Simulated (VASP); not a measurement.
# Ge (I4_1/amd) in VASP: further runs, part 2 of 2

VASP 6.6.1. Earlier steps stand in the parts before.

## (3) Single point, PBEsol (strain +0.015 along x and y, +0.015 along z)

Contents of INCAR:

```
SYSTEM = Ge
  ALGO = Normal
  EDIFF = 1E-6
  ENCUT = 520
  GGA = PS
  ISIF = 2
  ISMEAR = 0
  LASPH = .True.
  LCHARG = .False.
  LREAL = .False.
  LWAVE = .False.
  NBANDS = 21
  NELM = 60
  PREC = Accurate
  SIGMA = 0.15
```

Contents of KPOINTS:

```
k-points
0
Gamma
  20 20 20
  0 0 0
```

Contents of POSCAR:

```
Ge
1.0
   -2.6131070648      2.6131070648      1.4183738328
    2.6131070648     -2.6131070648      1.4183738328
    2.6131070648      2.6131070648     -1.4183738328
Ge
2
Direct
    0.2500000000      0.7500000000      0.5000000000
    0.5000000000      0.5000000000      0.0000000000
```

Potentials or basis: VASP PAW PBE potentials, release 64 (Ge_d).

The run is started by

```console
$ cat potpaw_PBE.64/Ge_d/POTCAR > POTCAR
$ mpirun -np 1 vasp_std > vasp.out
```

OUTCAR:

```text
SYSTEM = Ge
   EDIFF = 1E-6
   ENCUT = 520
   GGA = PS
   ISIF = 2
   ISMEAR = 0
   LASPH = .True.
   LREAL = .False.
   NELM = 60
   PREC = Accurate

 ion  position               nearest neighbor table
   1  0.250  0.750  0.500-   2 2.71   2 2.71   2 2.71   2 2.71
   2  0.500  0.500  0.000-   1 2.71   1 2.71   1 2.71   1 2.71

  LATTYP: Found a body centered tetragonal cell.
 ALAT       =     5.2262141296
 C/A-ratio  =     0.5427920853

  Lattice vectors:

 A1 = (  -2.6131070648,   2.6131070648,   1.4183738328)
 A2 = (   2.6131070648,  -2.6131070648,   1.4183738328)
 A3 = (   2.6131070648,   2.6131070648,  -1.4183738328)

Analysis of symmetry for initial positions (statically):
=====================================================================
 Subroutine PRICEL returns:
 Original cell was already a primitive cell.

 Routine SETGRP: Setting up the symmetry group for a
 body centered tetragonal supercell.

 Subroutine GETGRP returns: Found 16 space group operations
 (whereof  8 operations were pure point group operations)
 out of a pool of 16 trial point group operations.

[... 155 lines left out ...]
 number of electron      28.0000005 magnetization

 Free energy of the ion-electron system (eV)
  ---------------------------------------------------
  ext. energy  EPLUGINS =         0.00000000
  ---------------------------------------------------
  free energy    TOTEN  =        -9.51620466 eV

  energy without entropy =       -9.50728502  energy(sigma->0) =       -9.51174484

 E-fermi :   6.1491     XC(G=0): -11.2452

 val. band max:        6.1482813450   @ k =   0.3500   0.2000  -0.0000
 cond. band min:       6.1496936484   @ k =  -0.2500  -0.4000   0.0500
 fundamental gap:      0.0014123034
 Fermi energy:         6.1491324791

 k-point     1 :       0.0000    0.0000    0.0000
  band No.  band energies     occupation
      1     -18.4591      2.00000
      2     -18.4215      2.00000
      3     -18.3919      2.00000
      4     -18.3906      2.00000
      5     -18.2992      2.00000
      6     -18.2992      2.00000
[... 565 lines left out ...]
     20      14.8081      0.00000
     21      16.9620      0.00000

 [... further k-points ...]
[... 5 lines left out ...]
  --------------------------------------------------------------------------------------
  -------------------------------------------------------------------------------------
  Total       -1.0011494     -1.0011494     -0.7829825      0.0000000     -0.0000000      0.0000000
  in kB      -41.4041964    -41.4041964    -32.3815426      0.0000000     -0.0000000      0.0000000
  external PRESSURE =     -38.3966451 kB  Pullay stress =       0.0000000 kB

 VOLUME and BASIS-vectors are now :
 -----------------------------------------------------------------------------
  energy-cutoff  :      520.00
  volume of cell :       38.74
      direct lattice vectors                 reciprocal lattice vectors
    -2.613107065  2.613107065  1.418373833     0.000000000  0.191343098  0.352516374
     2.613107065 -2.613107065  1.418373833     0.191343098  0.000000000  0.352516374
     2.613107065  2.613107065 -1.418373833     0.191343098  0.191343098  0.000000000

 POSITION                                       TOTAL-FORCE (eV/Angst)
 -----------------------------------------------------------------------------------
      2.61311     -0.00000      0.70919        -0.000000      0.000000     -0.000000
      0.00000      0.00000      1.41837         0.000000     -0.000000      0.000000
 -----------------------------------------------------------------------------------
    total drift:                                0.000000     -0.000000      0.000000

  FREE ENERGIE OF THE ION-ELECTRON SYSTEM (eV)
  ---------------------------------------------------
  free  energy   TOTEN  =        -9.5162046649 eV

  energy  without entropy=       -9.5072850228  energy(sigma->0) =       -9.51174484
```

OSZICAR:

```text
N       E                     dE             d eps       ncg     rms          rms(c)
DAV:   1     0.177063825898E+03    0.17706E+03   -0.14225E+04 30711   0.378E+03
DAV:   2     0.149125797595E+02   -0.16215E+03   -0.15727E+03 27027   0.597E+02
DAV:   3    -0.886346515694E+01   -0.23776E+02   -0.23590E+02 30743   0.134E+02
DAV:   4    -0.954574938743E+01   -0.68228E+00   -0.68184E+00 30162   0.264E+01
DAV:   5    -0.955604063629E+01   -0.10291E-01   -0.10291E-01 30482   0.358E+00    0.201E+00
DAV:   6    -0.952703076896E+01    0.29010E-01   -0.32888E-02 36591   0.312E+00    0.109E+00
DAV:   7    -0.951668748600E+01    0.10343E-01   -0.17128E-02 36629   0.198E+00    0.135E-01
DAV:   8    -0.951620013882E+01    0.48735E-03   -0.22669E-03 32145   0.864E-01    0.424E-02
DAV:   9    -0.951620436901E+01   -0.42302E-05   -0.51439E-05 32427   0.907E-02    0.987E-03
DAV:  10    -0.951620466488E+01   -0.29587E-06   -0.28753E-06 26201   0.226E-02
   1 F= -.95162047E+01 E0= -.95117448E+01  d E =-.891964E-02
```

stdout:

```text
POSCAR found type information on POSCAR Ge
 POSCAR found :  1 types and       2 ions
 scaLAPACK will be used
 -----------------------------------------------------------------------------
|                                                                             |
|                                                                             |
|     You enforced a specific xc type in the INCAR file but a different       |
|     I HOPE YOU KNOW WHAT YOU ARE DOING!                                     |
|                                                                             |
 -----------------------------------------------------------------------------

 LDA part: xc-table for (Slater+PW92), standard interpolation
 POSCAR, INCAR and KPOINTS ok, starting setup
 FFT: planning ... GRIDC
 FFT: planning ... GRID_SOFT
 FFT: planning ... GRID
 WAVECAR not read
 entering main loop
```

Run time: 3.2 min. Hardware: 1 thread of Intel Xeon 6975P-C (Granite Rapids), shared host; peak memory 0.49 GiB.

What came out:

```
Free energy            : -9.5162 eV
Pressure               : -3.8 GPa
Band gap on the k mesh : zero (bands 14 and 15 overlap by 4.88 eV)
```

Stress tensor (GPa, compression positive):
```
-4.14  0.00  0.00
 0.00 -4.14  0.00
 0.00  0.00 -3.24
```

Levels at points of the mesh, in eV from the Fermi level:
| k point | band 11 | band 12 | band 13 | band 14 | band 15 | band 16 | band 17 | band 18 |
| --- | --- | --- | --- | --- | --- | --- | --- | --- |
| (0.00, 0.00, 0.00) | -12.91 | -4.19 | -2.19 | -2.19 | 3.36 | 7.32 | 7.32 | 7.83 |
| (0.50, 0.00, 0.00) | -7.92 | -6.20 | -2.66 | -1.88 | -1.24 | 2.55 | 3.44 | 5.30 |
| (0.50, 0.50, 0.00) | -10.28 | -10.28 | 0.65 | 0.65 | 1.82 | 1.82 | 7.28 | 7.28 |
| (0.50, 0.50, 0.50) | -8.72 | -8.72 | -5.61 | -5.61 | 5.99 | 5.99 | 10.52 | 10.52 |

Caveat: the cell differs from its parent crystal (strain +0.015 along x and y, +0.015 along z); the cell stands under tension; the PAW data sets were made with another functional, which shifts forces and pressure a little.

## (4) Single point, PBEsol (strain +0.030 along x and y, +0.000 along z)

Contents of INCAR:

```
PREC = Accurate
ENCUT = 520
EDIFF = 1E-6
ISMEAR = 0
SIGMA = 0.15
LREAL = F
LASPH = T
NELM = 60
ALGO = Normal
ISIF = 2
LWAVE = F
LCHARG = F
GGA = PS
NBANDS = 21
```

Contents of KPOINTS:

```
Automatic mesh
0
Gamma
  20 20 20
```

Contents of POSCAR:

```
Ge
1.0
   -2.6517244106      2.6517244106      1.3974126432
    2.6517244106     -2.6517244106      1.3974126432
    2.6517244106      2.6517244106     -1.3974126432
Ge
2
Direct
    0.2500000000      0.7500000000      0.5000000000
    0.5000000000      0.5000000000      0.0000000000
```

The run is started by

```console
$ cat potpaw_PBE.64/Ge_d/POTCAR > POTCAR
$ mpirun -np 1 vasp_std > vasp.out
```

It took 2.9 min on 1 thread of Intel Xeon 6975P-C (Granite Rapids), shared host; peak memory 0.49 GiB.

The run converged. Its results:

```yaml
Free_energy: -9.4935 eV
Pressure: -4.6 GPa
Band_gap_on_the_k_mesh: zero (bands 14 and 15 overlap by 4.68 eV)
```

Stress tensor (GPa, compression positive):
```
-5.54  0.00  0.00
 0.00 -5.54  0.00
 0.00  0.00 -2.78
```

Levels at points of the mesh, in eV from the Fermi level:
| k point | band 10 | band 11 | band 12 | band 13 | band 14 | band 15 | band 16 | band 17 | band 18 | band 19 |
| --- | --- | --- | --- | --- | --- | --- | --- | --- | --- | --- |
| (0.00, 0.00, 0.00) | -24.33 | -12.79 | -4.57 | -2.26 | -2.26 | 3.29 | 6.96 | 6.96 | 8.24 | 8.45 |
| (0.50, 0.00, 0.00) | -24.35 | -7.65 | -6.01 | -2.70 | -1.95 | -1.04 | 2.63 | 3.37 | 5.17 | 8.42 |
| (0.50, 0.50, 0.00) | -24.39 | -10.25 | -10.25 | 0.50 | 0.50 | 1.52 | 1.52 | 7.75 | 7.75 | 11.68 |
| (0.50, 0.50, 0.50) | -24.42 | -8.82 | -8.82 | -5.54 | -5.54 | 6.58 | 6.58 | 9.98 | 9.98 | 14.89 |

Caveat: the cell differs from its parent crystal (strain +0.030 along x and y, +0.000 along z); the cell stands under tension; the PAW data sets were made with another functional, which shifts forces and pressure a little.

## (5) Summary

| cell | gap on the mesh (eV) | pressure (GPa) |
| --- | --- | --- |
| a = 3.995 Å, angles 96.8, 96.8, 139.7°, 2 atoms | none | -3.6 |
| a = 3.958 Å, angles 97.4, 97.4, 138.0°, 2 atoms | none | -3.8 |
| a = 4.002 Å, angles 97.0, 97.0, 139.1°, 2 atoms | none | -4.6 |

Alike in all rows: task single point; level PBEsol; potentials or basis VASP PAW PBE potentials, release 64 (Ge_d); no spin polarisation; k mesh 20 × 20 × 20; cutoff (eV) 520; smearing gaussian 0.15 eV.

Caveats: the cell stands under tension; the PAW data sets were made with another functional, which shifts forces and pressure a little.

Absolute energies hang on the potentials; compare differences alone.
